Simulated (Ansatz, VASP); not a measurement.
## Be2C: VASP beside Ansatz

The input INCAR:

```
SYSTEM = Be2C
PREC = Accurate
ENCUT = 600
EDIFF = 1E-6
ISMEAR = 0
SIGMA = 0.05
LREAL = .False.
LASPH = .True.
NELM = 120
ALGO = Normal
ISIF = 2
LWAVE = .False.
LCHARG = .False.
GGA = PE
NBANDS = 11
GGA_COMPAT = .False.
```

KPOINTS

```
Automatic mesh
0
Gamma
  14 14 14
  0 0 0
```

File POSCAR:

```
Be2C
1.0
    0.0000000000      2.1650000000      2.1650000000
    2.1650000000      0.0000000000      2.1650000000
    2.1650000000      2.1650000000      0.0000000000
Be C
2 1
Direct
    0.2500000000      0.2500000000      0.2500000000
    0.7500000000      0.7500000000      0.7500000000
    0.0000000000      0.0000000000      0.0000000000
```

Input for Ansatz:

```yaml
crystal:
  lattice:
    - [0.0, 2.165, 2.165]
    - [2.165, 0.0, 2.165]
    - [2.165, 2.165, 0.0]
  atoms:
    - { symbol: Be, position: [0.25, 0.25, 0.25] }
    - { symbol: Be, position: [0.75, 0.75, 0.75] }
    - { symbol: C, position: [0.0, 0.0, 0.0] }
kpoints:
  mp_grid: { grid: [14, 14, 14] }
scf:
  occupations: { method: gaussian, width: 0.05 }
hamiltonian:
  xc: pbe
  pseudopotentials: { kind: all_electron, lapw: { basis_error: 0.0005 } }
output:
  forces: true
  stress: true
  eigenvalues: true
```

Alike in both runs: task single point; functional PBE; k mesh 14 × 14 × 14; occupations gaussian, width 0.05 eV; no spin polarisation.

|  | VASP | Ansatz |
| --- | --- | --- |
| version | VASP 6.6.1 | Ansatz 0.2.0 |
| potentials or method | VASP PAW PBE potentials, release 64 (Be, C), cutoff 600 eV | all-electron LAPW, scalar-relativistic |

Ansatz gave:

- gap on the k mesh at the Fermi level (eV): 1.17
- pressure (GPa): -0.3

Estimate VASP's values.

gap on the k mesh at the Fermi level (eV): 1.16; pressure (GPa): 0.0.

Ansatz ran all-electron here, and VASP with PAW potentials.
